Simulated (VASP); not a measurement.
Set up this calculation in VASP 6.6.1, as the native input.

| Property | Result |
| --- | --- |
| Task | single point |
| Functional | PBE |
| Potentials or basis | VASP PAW PBE potentials, release 64 (Mg_sv, O) |
| Cutoff | 840 eV |
| k mesh | 7 × 7 × 7 |
| Occupations | fermi-dirac, width 0.1 eV |
| Spin | no spin polarisation |
| Dipole correction | no |
| Further INCAR settings | ALGO = Normal; EDIFF = 1e-06; NBANDS = 15 |

The structure of MgO lies in POSCAR:

```
MgO
1.0
    0.0000000000      2.1957500000      2.1957500000
    2.1957500000      0.0000000000      2.1957500000
    2.1957500000      2.1957500000      0.0000000000
Mg O
1 1
Direct
    0.0000000000      0.0000000000      0.0000000000
    0.5000000000      0.5000000000      0.5000000000
```

The input as run:

INCAR

```
  ALGO = Normal
  EDIFF = 1E-6
  ENCUT = 840
  GGA = PE
  GGA_COMPAT = F
  ISIF = 2
  ISMEAR = -1
  LASPH = T
  LCHARG = F
  LREAL = F
  LWAVE = F
  NBANDS = 15
  NELM = 120
  PREC = Accurate
  SIGMA = 0.1
```

KPOINTS

```
k-points
0
Gamma
  7 7 7
```

Potentials or basis: VASP PAW PBE potentials, release 64 (Mg_sv, O).

Launch:

```sh
$ cat potpaw_PBE.64/Mg_sv/POTCAR potpaw_PBE.64/O/POTCAR > POTCAR
$ mpirun -np 1 vasp_std > vasp.out
```

Results of the run:

- Pressure: -11.8 GPa
- Band gap on the k mesh: 3.62 eV

Caveat: the cell stands under tension.

Run time: 16 s on 1 thread of AMD EPYC 7R43 64-Core Processor (Zen 3) (shared host), peak memory 0.13 GiB.
